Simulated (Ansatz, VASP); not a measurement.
Two plane-wave programs on Cu

```
Cu
1.0
    -1.44279    1.44279    1.34168
     1.44279   -1.44279    1.34168
     1.44279    1.44279   -1.34168
Cu
1
Direct
  0.00000 0.00000 0.00000
```

Change from the starting cell: strain +0.000 along x and y, -0.025 along z, atoms carried along.

Alike in both runs: task single point; functional r2SCAN; k mesh 24 × 24 × 24; occupations gaussian, width 0.15 eV; no spin polarisation.

```csv
,VASP,Ansatz
version,VASP 6.6.1,Ansatz 0.2.0
potentials or method,"VASP PAW PBE potentials, release 64 (Cu), cutoff 520 eV","scalar-relativistic, plane waves, PAW"
valence electrons in the cell,11,19
```

|  | VASP | Ansatz | Ansatz less VASP |
| --- | --- | --- | --- |
| gap on the k mesh at the Fermi level (eV) | none | none | - |
| pressure (GPa) | 5.5 | 4.8 | -0.69 |
| traceless stress, the component that is largest in VASP (GPa) | 0.42 | 0.51 | +0.086 |

VASP's potentials were made for PBE, not for r2SCAN. A gap of «none» marks a metal or a gap that the smearing closes. With one functional, cell and mesh, what is left measures potentials, basis and numerics. VASP's potentials hold 11 valence electrons a cell and Ansatz's 19, so a difference there can come from the potentials and not from the codes.
